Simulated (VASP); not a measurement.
# ZrSnI6 (P1) in VASP: single point with PBEsol

Aim: the single point of ZrSnI6 with PBEsol.

Program: VASP 6.6.1. These are calculated values, not measurements. Logs are shortened: lines on timing, memory, paths and dates and some standing lists are left out, and cuts for length are marked.

**1. The cell of the first run**

The typed cell holds 8 atoms: a = 7.323 Å, b = 7.883 Å, c = 7.325 Å, α = 62.30°, β = 60.00°, γ = 62.31°.

**2. Single point, PBEsol**

Contents of INCAR:

```
SYSTEM = ZrSnI6
PREC = Accurate
ENCUT = 500
EDIFF = 1E-6
ISMEAR = -1
SIGMA = 0.05
LREAL = .False.
LASPH = .True.
NELM = 120
ALGO = Normal
ISIF = 2
LWAVE = .False.
LCHARG = .False.
GGA = PS
NBANDS = 44
GGA_COMPAT = .False.
```

Contents of KPOINTS:

```
Automatic mesh
0
Gamma
  4 4 4
  0 0 0
```

Contents of POSCAR:

```
ZrSnI6
1.0
    0.0006506694      5.1785193554      5.1774332134
    5.5685680817     -0.3860263139      5.5660185819
    5.1799550132      5.1794501929     -0.0002884342
Zr Sn I
1 1 6
Direct
    0.5021163942      0.4956068073      0.4960903248
    0.0020488446     -0.0041167393     -0.0036630599
    0.5585471080      0.2539213224      0.2693512396
    0.4454078355      0.7361278146      0.7240797574
    0.0898809406      0.7363802199      0.4396276399
    0.9140212680      0.2538565856      0.5526948507
    0.2741811618      0.2546408244      0.9084264632
    0.7290014918      0.7370300554      0.0843575338
```

Potentials or basis: VASP PAW PBE potentials, release 64 (Zr_sv, Sn_d, I).

On the command line:

```
$ cat potpaw_PBE.64/Zr_sv/POTCAR potpaw_PBE.64/Sn_d/POTCAR potpaw_PBE.64/I/POTCAR > POTCAR
$ mpirun -np 1 vasp_std > vasp.out
```

OUTCAR:

```text
SYSTEM = ZrSnI6
   PREC = Accurate
   ENCUT = 500
   EDIFF = 1E-6
   ISMEAR = -1
   LREAL = .False.
   LASPH = .True.
   NELM = 120
   ISIF = 2
   GGA = PS

 ion  position               nearest neighbor table
   1  0.502  0.496  0.496-   8 2.84   4 2.84   6 2.84   5 2.84   3 2.84   7 2.84
   2  0.002  0.996  0.996-   7 3.13   3 3.14   5 3.14   6 3.14   4 3.14   8 3.14
   3  0.559  0.254  0.269-   1 2.84   2 3.14
   4  0.445  0.736  0.724-   1 2.84   2 3.14
   5  0.090  0.736  0.440-   1 2.84   2 3.14
   6  0.914  0.254  0.553-   1 2.84   2 3.14
   7  0.274  0.255  0.908-   1 2.84   2 3.13
   8  0.729  0.737  0.084-   1 2.84   2 3.14

  LATTYP: Found a triclinic cell.
 ALAT       =     7.3252056847
 B/A-ratio  =     0.9996667222
 C/A-ratio  =     1.0758669656
 COS(alpha) =     0.0000258556
 COS(beta)  =     0.4644885106
 COS(gamma) =     0.5000630606

  Lattice vectors:

 A1 = (  -5.1799550132,  -5.1794501929,   0.0002884342)
 A2 = (  -0.0006506694,  -5.1785193554,  -5.1774332134)
 A3 = (   0.3886130685,  -5.5654765068,   5.5663070161)

Analysis of symmetry for initial positions (statically):
=====================================================================
 Subroutine PRICEL returns:
 Original cell was already a primitive cell.

 Routine SETGRP: Setting up the symmetry group for a
 triclinic supercell.

 Subroutine GETGRP returns: Found  1 space group operations
 (whereof  1 operations were pure point group operations)
 out of a pool of  2 trial point group operations.

The static configuration has the point symmetry C_1 .

Analysis of symmetry for dynamics (positions and initial velocities):
=====================================================================
 Subroutine PRICEL returns:
 Original cell was already a primitive cell.

 Routine SETGRP: Setting up the symmetry group for a
 triclinic supercell.

 Subroutine GETGRP returns: Found  1 space group operations
 (whereof  1 operations were pure point group operations)
 out of a pool of  2 trial point group operations.

The dynamic configuration has the point symmetry C_1 .

 Subroutine INISYM returns: Found  1 space group operations
 (whereof  1 operations are pure point group operations),
 and found     1 'primitive' translations

----------------------------------------------------------------------------------------

                                     Primitive cell

  volume of cell :     308.9762

  direct lattice vectors                    reciprocal lattice vectors
     0.000650669  5.178519355  5.177433213    -0.093304303  0.093318955  0.099819094
     5.568568082 -0.386026314  5.566018582     0.086795536 -0.086799162  0.086806463
     5.179955013  5.179450193 -0.000288434     0.099756437  0.093299328 -0.093331438

  length of vectors
     7.322764356  7.882799607  7.325205685     0.165462902  0.150342681  0.165429346

  position of ions in fractional coordinates (direct lattice)
     0.502116394  0.495606807  0.496090325
     0.002048845  0.995883261  0.996336940
     0.558547108  0.253921322  0.269351240
     0.445407835  0.736127815  0.724079757
     0.089880941  0.736380220  0.439627640
     0.914021268  0.253856586  0.552694851
     0.274181162  0.254640824  0.908426463
     0.729001492  0.737030055  0.084357534

  ion indices of the primitive-cell ions
   primitive index   ion index
                 1           1
                 2           2
                 3           3
                 4           4
                 5           5
                 6           6
                 7           7
                 8           8

----------------------------------------------------------------------------------------

 KPOINTS: Automatic mesh

Automatic generation of k-mesh.
 Grid dimensions read from file:
 generate k-points for:    4    4    4

 Generating k-lattice:

  Cartesian coordinates                     Fractional coordinates (reciprocal lattice)
    -0.023326076  0.023329739  0.024954774     0.250000000  0.000000000  0.000000000
     0.021698884 -0.021699790  0.021701616     0.000000000  0.250000000 -0.000000000
     0.024939109  0.023324832 -0.023332859     0.000000000  0.000000000  0.250000000

  Length of vectors
     0.041365725  0.037585670  0.041357337

  Shift w.r.t. Gamma in fractional coordinates (k-lattice)
     0.000000000  0.000000000  0.000000000

 Subroutine IBZKPT returns following result:
 ===========================================

 Found     36 irreducible k-points:

 Following reciprocal coordinates:
            Coordinates               Weight
  0.000000  0.000000  0.000000      1.000000
  0.250000  0.000000  0.000000      2.000000
  0.500000  0.000000  0.000000      1.000000
 -0.000000  0.250000 -0.000000      2.000000
  0.250000  0.250000  0.000000      2.000000
  0.500000  0.250000  0.000000      2.000000
[... 16 lines left out ...]
  0.000000 -0.250000  0.250000      2.000000
  0.250000 -0.250000  0.250000      2.000000
 [... further k-points ...]
   k-points           NKPTS =     36   k-points in BZ     NKDIM =     36   number of bands    NBANDS=     44
   number of dos      NEDOS =    301   number of ions     NIONS =      8
   total plane-waves  NPLWV = 174960
   dimension x,y,z NGX =    54 NGY =   60 NGZ =   54
   dimension x,y,z NGXF=   108 NGYF=  120 NGZF=  108
   ions per type =               1   1   6
   NGX,Y,Z   is equivalent  to a cutoff of  12.26, 12.65, 12.26 a.u.
   NGXF,Y,Z  is equivalent  to a cutoff of  24.52, 25.31, 24.51 a.u.
 SYSTEM =  ZrSnI6
   PREC   = accura    normal or accurate (medium, high low for compatibility)
   ISTART =      0    job   : 0-new  1-cont  2-samecut
   ICHARG =      2    charge: 1-file 2-atom 10-const
   ISPIN  =      1    spin polarized calculation?
   LNONCOLLINEAR =      F non collinear calculations
   LSORBIT =      F    spin-orbit coupling
   LASPH  =      T    aspherical Exc in radial PAW
   ENCUT  =  500.0 eV  36.75 Ry    6.06 a.u.  13.35 14.37 13.36*2*pi/ulx,y,z
   NELM   =    120;   NELMIN=  2; NELMDL= -5     # of ELM steps
   EDIFF  = 0.1E-05   stopping-criterion for ELM
   LREAL  =      F    real-space projection
   EDIFFG = 0.1E-04   stopping-criterion for IOM
   NSW    =      0    number of steps for IOM
   IBRION =     -1    ionic relax: 0-MD 1-quasi-New 2-CG
   NFREE  =      0    steps in history (QN), initial steepest desc. (CG)
   ISIF   =      2    stress and relaxation
   ISYM   =      2    0-nonsym 1-usesym 2-fastsym
   POTIM  = 0.5000    time-step for ionic-motion
   TEBEG  =    0.0;   TEEND  =   0.0 temperature during run
   PSTRESS=    0.0 pullay stress
   NELECT =      68.0000    total number of electrons
   NUPDOWN=      -1.0000    fix difference up-down
   EMIN   =  10.00;   EMAX   =-10.00  energy-range for DOS
   EFERMI =   0.00;   METHOD = LEGACY
   ISMEAR =    -1;   SIGMA  =   0.05  broadening in eV -4-tet -1-fermi 0-gaus
   EFERMI_NEDOS =   21; number of points for ismear=-14 and -15
   IALGO  =     38    algorithm
   IMIX   =      4    mixing-type and parameters
     AMIX     =   0.40;   BMIX     =  1.00
     AMIX_MAG =   1.60;   BMIX_MAG =  1.00
  volume/ion in A,a.u.               =      38.62       260.63
  Fermi-wavevector in a.u.,A,eV,Ry     =   0.988408  1.867820 13.292210  0.976950
  Thomas-Fermi vector in A             =   2.119932
   LORBIT       =      0    0 simple, 1 ext, 2 COOP (PROOUT), +10 PAW based schemes
   GGA     = PS    functional components
   LHFCALC =     F    Hartree Fock is set to
   AEXX    =    0.0000 exact exchange contribution
   IVDW    =     0    specifies the selected vdW correction
   LEPSILON=     F    determine dielectric tensor
   LRPA    =     F    only Hartree local field effects (RPA)
 non-spin polarized calculation
  energy-cutoff  :      500.00
  volume of cell :      308.98
 maximum number of plane-waves:      7887
 NGX is ok and might be reduce to    54
   NGX = 27   NGY = 29   NGZ = 27

 number of electron      68.0000001 magnetization

 Free energy of the ion-electron system (eV)
  ---------------------------------------------------
  ext. energy  EPLUGINS =         0.00000000
  ---------------------------------------------------
  free energy    TOTEN  =       -29.54859914 eV

  energy without entropy =      -29.54858884  energy(sigma->0) =      -29.54859399

 E-fermi :   3.8342     XC(G=0):  -8.5680

 val. band max:        3.3321935528   @ k =   0.2500   0.2500   0.2500
 cond. band min:       4.2962373285   @ k =   0.5000   0.5000   0.5000
 fundamental gap:      0.9640437756
 Fermi energy:         3.8342259025

 k-point     1 :       0.0000    0.0000    0.0000
  band No.  band energies     occupation
      1     -46.2005      2.00000
      2     -24.2313      2.00000
      3     -24.2312      2.00000
      4     -24.2285      2.00000
      5     -17.7189      2.00000
      6     -17.7188      2.00000
[... 36 lines left out ...]
     43       8.5642      0.00000
     44       9.1363      0.00000

 k-point     2 :       0.2500    0.0000    0.0000
  band No.  band energies     occupation
      1     -46.2005      2.00000
      2     -24.2313      2.00000
      3     -24.2312      2.00000
      4     -24.2285      2.00000
      5     -17.7189      2.00000
      6     -17.7188      2.00000
[... 36 lines left out ...]
     43       9.2333      0.00000
     44       9.3664      0.00000

 k-point     3 :       0.5000    0.0000    0.0000
  band No.  band energies     occupation
      1     -46.2005      2.00000
      2     -24.2313      2.00000
      3     -24.2312      2.00000
      4     -24.2285      2.00000
      5     -17.7189      2.00000
      6     -17.7188      2.00000
[... 976 lines left out ...]
     43       8.9033      0.00000
     44       9.2800      0.00000

 k-point    24 :       0.2500   -0.2500    0.2500
  band No.  band energies     occupation
      1     -46.2005      2.00000
      2     -24.2313      2.00000
      3     -24.2312      2.00000
      4     -24.2285      2.00000
      5     -17.7189      2.00000
      6     -17.7188      2.00000
[... 36 lines left out ...]
     43       8.7102      0.00000
     44       9.3472      0.00000

 [... further k-points ...]

------------------------ aborting loop because EDIFF is reached ----------------------------------------

  FORCE on cell =-STRESS in cart. coord.  units (eV):
  Direction    XX          YY          ZZ          XY          YZ          ZX
  --------------------------------------------------------------------------------------
  -------------------------------------------------------------------------------------
  Total        0.0157924      0.0356711      0.0413113     -0.0045462     -0.0042961      0.0058142
  in kB        0.0818906      0.1849702      0.2142170     -0.0235738     -0.0222774      0.0301491
  external PRESSURE =       0.1603593 kB  Pullay stress =       0.0000000 kB

 VOLUME and BASIS-vectors are now :
 -----------------------------------------------------------------------------
  energy-cutoff  :      500.00
  volume of cell :      308.98
      direct lattice vectors                 reciprocal lattice vectors
     0.000650669  5.178519355  5.177433213    -0.093304303  0.093318955  0.099819094
     5.568568082 -0.386026314  5.566018582     0.086795536 -0.086799162  0.086806463
     5.179955013  5.179450193 -0.000288434     0.099756437  0.093299328 -0.093331438

 POSITION                                       TOTAL-FORCE (eV/Angst)
 -----------------------------------------------------------------------------------
      5.32987      4.97838      5.35809         0.000639      0.000642     -0.000344
     10.70663      4.78665      5.55343        -0.002581     -0.000213     -0.001393
      2.80957      4.18952      4.30509        -0.005655     -0.004097     -0.003657
      7.85017      5.77272      6.40316         0.006450      0.001601      0.005073
      6.37789      2.45822      4.56393         0.004907     -0.005326     -0.003116
      4.27715      7.49794      6.14510        -0.002327      0.006129      0.003867
      6.12377      6.02670      2.83663         0.002181      0.004939     -0.006131
      4.54164      3.92756      7.87666        -0.003614     -0.003674      0.005703
 -----------------------------------------------------------------------------------
    total drift:                                0.000121     -0.000135     -0.000126

  FREE ENERGIE OF THE ION-ELECTRON SYSTEM (eV)
  ---------------------------------------------------
  free  energy   TOTEN  =       -29.5485991412 eV

  energy  without entropy=      -29.5485888437  energy(sigma->0) =      -29.54859399
```

It took 6.7 min on 1 thread of Intel Xeon Platinum 8488C (Sapphire Rapids), shared host; peak memory 0.7 GiB.

Results:

* Free energy: -29.5486 eV
* Pressure: 0.0 GPa
* Largest force: 0.008 eV/Å
* Band gap on the k mesh: 0.96 eV (least direct gap 1.22 eV)

Forces in eV/Å, atoms in the order of the input:
```
Zr   0.001  0.001  0.000
Sn  -0.003  0.000 -0.001
I   -0.006 -0.004 -0.004
I    0.006  0.002  0.005
I    0.005 -0.005 -0.003
I   -0.002  0.006  0.004
I    0.002  0.005 -0.006
I   -0.004 -0.004  0.006
```

Caveat: the PAW data sets were made with another functional, which shifts forces and pressure a little; spin-orbit coupling is left out, which moves the levels of the heavy elements. A k mesh can miss the band edges.
